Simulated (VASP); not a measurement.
P, 4 atoms in the cell. The structure is tetragonal, space group P4/mmm (No. 123). The conventional cell has a = 4.885 Å, b = 4.885 Å, c = 2.462 Å, α = 90.00°, β = 90.00°, γ = 90.00°. Within 3.1 Å of P (site symmetry m2m) lie 6 P at 2.38 to 2.51 Å. 

* Program: VASP 6.6.1
* Task: relaxation of cell and atoms
* Functional: PBE
* Potentials or basis: VASP PAW PBE potentials, release 64 (P)
* Cutoff: 600 eV
* k mesh: 10 × 10 × 18
* Occupations: gaussian, width 0.1 eV
* Spin: no spin polarisation
* Dipole correction: no
* Further INCAR settings: ALGO = Normal; EDIFF = 1e-07; IBRION = 2; EDIFFG = -0.01; NSW = 100; ISIF = 3

Potentials or basis: VASP PAW PBE potentials, release 64 (P).

Command:

```sh
$ cat potpaw_PBE.64/P/POTCAR > POTCAR
$ mpirun -np 1 vasp_std > vasp.out
```

Hardware: 1 thread of Intel Xeon 6975P-C, on a shared host.

Q: How long does it take, and how much memory?

A: Wall time 15 min on 1 thread of Intel Xeon 6975P-C, with other jobs on the host, peak memory 0.3 GiB. Counts: scf iterations 80, k points 210, ion steps 11.
